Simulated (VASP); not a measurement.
# Li (C2/m) in VASP: a series of runs

Runs on Li. Level: PBEsol. Tasks: single point.

Everything below comes from runs of VASP 6.6.1. Logs are shortened: lines on timing, memory, paths and dates and some standing lists are left out, and cuts for length are marked.

## Step 1: The cell of the first run

It takes space group C2/m (No. 12, monoclinic). The conventional cell has a = 5.388 Å, b = 3.111 Å, c = 5.093 Å, α = 90.00°, β = 90.29°, γ = 90.00°. Within 4.1 Å of Li (site symmetry m) lie 12 Li at 3.11 to 3.12 Å.

This isn't the form of Li at room conditions, which is bcc.

## Step 2: Single point, PBEsol (strain +0.0050 x Voigt [0, 0, 0, 1, 0, 0])

INCAR

```
SYSTEM = Li
  ALGO = Fast
  EDIFF = 1E-6
  ENCUT = 520
  GGA = PS
  ISIF = 2
  ISMEAR = 0
  LASPH = .TRUE.
  LCHARG = .TRUE.
  LELF = .TRUE.
  LREAL = .FALSE.
  LVHAR = .TRUE.
  LWAVE = .FALSE.
  NBANDS = 10
  NELM = 80
  PREC = Accurate
  SIGMA = 0.15
```

KPOINTS

```
k-points
0
G
  18 18 10
  0 0 0
```

POSCAR

```
Li
1.0
    3.1110021516      0.0000000000      0.0000000000
   -1.5555010758      2.6942068945      0.0067355172
    0.0000000000      0.0127325000      5.0930000000
Li
2
Direct
    0.3333333333      0.6666666667      0.2500000000
    0.6666666667      0.3333333333      0.7500000000
```

Potentials or basis: VASP PAW PBE potentials, release 64 (Li_sv).

The run is started by

```bash
$ cat potpaw_PBE.64/Li_sv/POTCAR > POTCAR
$ mpirun -np 1 vasp_std > vasp.out
```

OUTCAR:

```text
SYSTEM = Li
   EDIFF = 1E-6
   ENCUT = 520
   GGA = PS
   ISIF = 2
   ISMEAR = 0
   LASPH = .TRUE.
   LREAL = .FALSE.
   NELM = 80
   PREC = Accurate

 ion  position               nearest neighbor table
   1  0.333  0.667  0.250-
   2  0.667  0.333  0.750-

  LATTYP: Found a base centered monoclinic cell.
 ALAT       =     5.3884306278
 B/A-ratio  =     0.5773484650
 C/A-ratio  =     0.9451761129
 COS(beta)  =    -0.0049999687

  Lattice vectors:

 A1 = (  -1.5555010758,  -2.6942068945,  -0.0067355172)
 A2 = (   1.5555010758,  -2.6942068945,  -0.0067355172)
 A3 = (   0.0000000000,   0.0127325000,   5.0930000000)

Analysis of symmetry for initial positions (statically):
=====================================================================
 Subroutine PRICEL returns:
 Original cell was already a primitive cell.

 Routine SETGRP: Setting up the symmetry group for a
 base centered monoclinic supercell.

 Subroutine GETGRP returns: Found  4 space group operations
 (whereof  4 operations were pure point group operations)
 out of a pool of  4 trial point group operations.

The static configuration has the point symmetry C_2h.

Analysis of symmetry for dynamics (positions and initial velocities):
=====================================================================
 Subroutine PRICEL returns:
 Original cell was already a primitive cell.

 Routine SETGRP: Setting up the symmetry group for a
 base centered monoclinic supercell.

 Subroutine GETGRP returns: Found  4 space group operations
 (whereof  4 operations were pure point group operations)
 out of a pool of  4 trial point group operations.

The dynamic configuration has the point symmetry C_2h.

 Subroutine INISYM returns: Found  4 space group operations
 (whereof  4 operations are pure point group operations),
 and found     1 'primitive' translations

----------------------------------------------------------------------------------------

                                     Primitive cell

  volume of cell :      42.6876

  direct lattice vectors                    reciprocal lattice vectors
     3.111002152  0.000000000  0.000000000     0.321439829  0.185584532 -0.000463961
    -1.555501076  2.694206895  0.006735517     0.000000000  0.371169064 -0.000927923
     0.000000000  0.012732500  5.093000000     0.000000000 -0.000490873  0.196349156

  length of vectors
     3.111002152  3.111009443  5.093015916     0.371167614  0.371170223  0.196349769

  position of ions in fractional coordinates (direct lattice)
     0.333333333  0.666666667  0.250000000
     0.666666667  0.333333333  0.750000000

  ion indices of the primitive-cell ions
[... 85 lines left out ...]
   PSTRESS=    0.0 pullay stress
   NELECT =       6.0000    total number of electrons
   NUPDOWN=      -1.0000    fix difference up-down
   EMIN   =  10.00;   EMAX   =-10.00  energy-range for DOS
   EFERMI =   0.00;   METHOD = LEGACY
   ISMEAR =     0;   SIGMA  =   0.15  broadening in eV -4-tet -1-fermi 0-gaus
   EFERMI_NEDOS =   21; number of points for ismear=-14 and -15
   IALGO  =     68    algorithm
   IMIX   =      4    mixing-type and parameters
     AMIX     =   0.40;   BMIX     =  1.00
     AMIX_MAG =   1.60;   BMIX_MAG =  1.00
  volume/ion in A,a.u.               =      21.34       144.04
  Fermi-wavevector in a.u.,A,eV,Ry     =   0.851186  1.608508  9.857662  0.724518
  Thomas-Fermi vector in A             =   1.967280
   LORBIT       =      0    0 simple, 1 ext, 2 COOP (PROOUT), +10 PAW based schemes
   GGA     = PS    functional components
   LHFCALC =     F    Hartree Fock is set to
   AEXX    =    0.0000 exact exchange contribution
   IVDW    =     0    specifies the selected vdW correction
   LEPSILON=     F    determine dielectric tensor
   LRPA    =     F    only Hartree local field effects (RPA)
 non-spin polarized calculation
 RMM-DIIS sequential band-by-band and
 Gauss-broadening in eV      SIGMA  =   0.15
  energy-cutoff  :      520.00
  volume of cell :       42.69
 maximum number of plane-waves:      1182
   NGX = 11   NGY = 11   NGZ = 19

 number of electron       5.9999991 magnetization

 Free energy of the ion-electron system (eV)
  ---------------------------------------------------
  ext. energy  EPLUGINS =         0.00000000
  ---------------------------------------------------
  free energy    TOTEN  =        -3.93623158 eV

  energy without entropy =       -3.92526229  energy(sigma->0) =       -3.93074694

 E-fermi :   0.4867     XC(G=0):  -6.8930

 val. band max:        0.4833494936   @ k =   0.0556   0.5000   0.2000
 cond. band min:       0.4917901752   @ k =   0.1111  -0.3333   0.3000
 fundamental gap:      0.0084406817
 Fermi energy:         0.4867289815

 k-point     1 :       0.0000    0.0000    0.0000
  band No.  band energies     occupation
      1     -45.5155      2.00000
      2     -45.5003      2.00000
      3      -3.0007      2.00000
      4       0.4783      1.06356
      5       3.2360      0.00000
      6      12.5485      0.00000
      7      12.5487      0.00000
      8      13.8982      0.00000
      9      13.8982      0.00000
     10      14.4263      0.00000
[... 287 lines left out ...]
 k-point    24 :      -0.2778    0.0556    0.0000
  band No.  band energies     occupation
      1     -45.5083      2.00000
      2     -45.4971      2.00000
      3      -1.9879      2.00000
      4       1.7910      0.00000
      5       3.5295      0.00000
      6       7.4778      0.00000
      7       9.4556      0.00000
      8      11.6618      0.00000
      9      12.0174      0.00000
     10      13.4559      0.00000

 [... further k-points ...]

------------------------ aborting loop because EDIFF is reached ----------------------------------------

  FORCE on cell =-STRESS in cart. coord.  units (eV):
  Direction    XX          YY          ZZ          XY          YZ          ZX
  --------------------------------------------------------------------------------------
  -------------------------------------------------------------------------------------
  Total       -0.2057028     -0.2057882     -0.1939663      0.0000000     -0.0049236      0.0000000
  in kB       -7.7205549     -7.7237605     -7.2800536      0.0000000     -0.1847966      0.0000000
  external PRESSURE =      -7.5747897 kB  Pullay stress =       0.0000000 kB

 VOLUME and BASIS-vectors are now :
 -----------------------------------------------------------------------------
  energy-cutoff  :      520.00
  volume of cell :       42.69
      direct lattice vectors                 reciprocal lattice vectors
     3.111002152  0.000000000  0.000000000     0.321439829  0.185584532 -0.000463961
    -1.555501076  2.694206895  0.006735517     0.000000000  0.371169064 -0.000927923
     0.000000000  0.012732500  5.093000000     0.000000000 -0.000490873  0.196349156

 POSITION                                       TOTAL-FORCE (eV/Angst)
 -----------------------------------------------------------------------------------
     -0.00000      1.79932      1.27774         0.000000     -0.000034     -0.000001
      1.55550      0.90762      3.82200        -0.000000      0.000034      0.000001
 -----------------------------------------------------------------------------------
    total drift:                               -0.000000      0.000000     -0.000000

  FREE ENERGIE OF THE ION-ELECTRON SYSTEM (eV)
  ---------------------------------------------------
  free  energy   TOTEN  =        -3.9362315787 eV

  energy  without entropy=       -3.9252622930  energy(sigma->0) =       -3.93074694
```

It took 6.4 min on 1 thread of Intel Xeon Platinum 8488C (Sapphire Rapids), shared host; peak memory 0.37 GiB.

Results:

```
Free energy            : -3.9362 eV
Band gap on the k mesh : zero (bands 3 and 4 overlap by 4.50 eV)
```

Levels at points of the mesh, in eV from the Fermi level:
| k point | band 1 | band 2 | band 3 | band 4 | band 5 | band 6 |
| --- | --- | --- | --- | --- | --- | --- |
| (0.00, 0.00, 0.00) | -46.00 | -45.99 | -3.49 | -0.01 | 2.75 | 12.06 |
| (0.50, 0.00, 0.00) | -45.99 | -45.98 | -0.07 | 0.99 | 4.53 | 5.66 |
| (0.00, 0.50, 0.00) | -45.99 | -45.98 | -0.07 | 0.99 | 4.53 | 5.66 |
| (0.00, 0.00, 0.50) | -45.99 | -45.99 | -2.40 | -2.40 | 7.66 | 7.66 |
| (0.50, 0.00, 0.50) | -45.98 | -45.98 | 0.67 | 0.69 | 3.33 | 3.36 |
| (0.00, 0.50, 0.50) | -45.98 | -45.98 | 0.66 | 0.70 | 3.32 | 3.37 |

Caveat: the cell differs from its parent crystal (strain +0.0050 x Voigt [0, 0, 0, 1, 0, 0]); the cutoff is under 1.25 times the usual one of these potentials, so pressure, stress and relaxed cells hold a basis-set (Pulay) error; the PAW data sets were made with another functional, which shifts forces and pressure a little.

## Step 3: Single point, PBEsol (strain +0.0350 x Voigt [0, 0, 0, 1, 0, 0])

INCAR

```
SYSTEM = Li
PREC     = Accurate       ! precision mode
ENCUT    = 520            ! plane-wave cutoff, eV
EDIFF    = 1E-6           ! SCF threshold, eV
ISMEAR   = 0              ! smearing method
SIGMA    = 0.15           ! smearing width, eV
LREAL    = .False.        ! projectors in reciprocal space
LASPH    = .True.         ! aspherical terms in the spheres
NELM     = 80             ! most SCF steps
ALGO     = Fast           ! electronic algorithm
ISIF     = 2              ! what is computed and relaxed
LWAVE    = .False.        ! write WAVECAR
LCHARG   = .False.        ! write CHGCAR
GGA      = PS             ! functional
NBANDS   = 10             ! bands
```

KPOINTS

```
Automatic mesh
0
Gamma
  18 18 10
  0 0 0
```

POSCAR

```
Li
1.0
    3.1110021516      0.0000000000      0.0000000000
   -1.5555010758      2.6942068945      0.0471486207
    0.0000000000      0.0891275000      5.0930000000
Li
2
Direct
    0.3333333333      0.6666666667      0.2500000000
    0.6666666667      0.3333333333      0.7500000000
```

Potentials or basis: VASP PAW PBE potentials, release 64 (Li_sv).

The run is started by

```bash
$ cat potpaw_PBE.64/Li_sv/POTCAR > POTCAR
$ mpirun -np 1 vasp_std > vasp.out
```

Run time: 3.4 min. Hardware: 1 thread of AMD EPYC 9R45 (Zen 5), shared host; peak memory 0.34 GiB.

The run converged. Its results:

```yaml
Free_energy: -3.9357 eV
Band_gap_on_the_k_mesh: zero (bands 3 and 4 overlap by 4.43 eV)
```

Levels at points of the mesh, in eV from the Fermi level:
```
           k point  band 1  band 2  band 3  band 4  band 5  band 6  band 7  band 8
(0.00, 0.00, 0.00)  -46.00  -45.99   -3.49   -0.01    2.75   12.06   12.07   13.41
(0.50, 0.00, 0.00)  -45.99  -45.98   -0.07    0.99    4.52    5.65    6.01    7.59
(0.00, 0.50, 0.00)  -45.99  -45.98   -0.06    0.99    4.47    5.61    6.07    7.63
(0.00, 0.00, 0.50)  -46.00  -46.00   -2.40   -2.40    7.67    7.67   12.79   12.80
(0.50, 0.00, 0.50)  -45.99  -45.99    0.61    0.75    3.26    3.43    9.49    9.49
(0.00, 0.50, 0.50)  -45.99  -45.98    0.55    0.82    3.18    3.52    9.50    9.51
```

Caveat: the cell differs from its parent crystal (strain +0.0350 x Voigt [0, 0, 0, 1, 0, 0]); the cutoff is under 1.25 times the usual one of these potentials, so pressure, stress and relaxed cells hold a basis-set (Pulay) error; the PAW data sets were made with another functional, which shifts forces and pressure a little.
